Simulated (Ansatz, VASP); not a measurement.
MoS2: VASP beside Ansatz

Contents of INCAR:

```
ALGO = Normal ; EDIFF = 1E-7
ENCUT = 520 ; GGA = PS
ISIF = 2 ; ISMEAR = 0
IVDW = 12 ; LASPH = True
LCHARG = False ; LREAL = False
LWAVE = False ; NBANDS = 20
NELM = 100 ; PREC = Accurate
SIGMA = 0.15
```

The input KPOINTS:

```
k-points
0
Gamma
  15 15 15
```

POSCAR

```
MoS2
1.0
    1.5399048573      0.9201817408      5.7970502989
   -1.5399048573      0.9201817408      5.7970502989
    0.0000000000     -1.8403634817      5.7970502989
Mo S
1 2
Direct
    0.0000000000      0.0000000000      0.0000000000
    0.7346701195      0.7346701195      0.8083430658
    0.2653298805      0.2653298805      0.1916569342
```

Input for Ansatz:

```yaml
crystal:
  lattice:
    - [1.5399048573, 0.9201817408, 5.7970502989]
    - [-1.5399048573, 0.9201817408, 5.7970502989]
    - [0.0, -1.8403634817, 5.7970502989]
  atoms:
    - { symbol: Mo, position: [0.0, 0.0, 0.0] }
    - { symbol: S, position: [0.7346701195, 0.7346701195, 0.8083430658] }
    - { symbol: S, position: [0.2653298805, 0.2653298805, 0.1916569342] }
basis:
  ecutwfc: 420
kpoints:
  mp_grid: { grid: [15, 15, 15] }
hamiltonian:
  xc: pbesol
  pseudopotentials: { kind: paw, azcp: { folder: soft_1 } }
  dispersion: d3bj
scf:
  occupations: { method: gaussian, width: 0.15 }
output:
  forces: true
  stress: true
  eigenvalues: true
```

Change from the starting cell: mode 7 frozen in at -0.131 Å, normal strain along y +0.0350.

Alike in both runs: task single point; functional PBEsol; dispersion D3(BJ); k mesh 15 × 15 × 15; occupations gaussian, width 0.15 eV; no spin polarisation.

|  | VASP | Ansatz |
| --- | --- | --- |
| version | VASP 6.6.1 | Ansatz 0.2.0 |
| potentials or method | VASP PAW PBE potentials, release 64 (Mo_sv, S), cutoff 520 eV | scalar-relativistic, plane waves, PAW |
| valence electrons in the cell | 26 | 26 |

Ansatz gave:

| Item | Value |
| --- | --- |
| gap on the k mesh at the Fermi level (eV) | none |
| pressure (GPa) | -3.3 |
| traceless stress, the component that is largest in VASP (GPa) | 10.44 |
| rms of the force components (eV/Å) | 0.514 |

Q: Estimate VASP's values.

A: gap on the k mesh at the Fermi level (eV): none; pressure (GPa): -3.3; traceless stress, the component that is largest in VASP (GPa): 10.43; rms of the force components (eV/Å): 0.515.

VASP's potentials were made for PBE, not for PBEsol, and Ansatz warns of the same on its side. Atom by atom the forces differ by 0.003 eV/Å (rms over components). A gap of «none» marks a metal or a gap that the smearing closes.
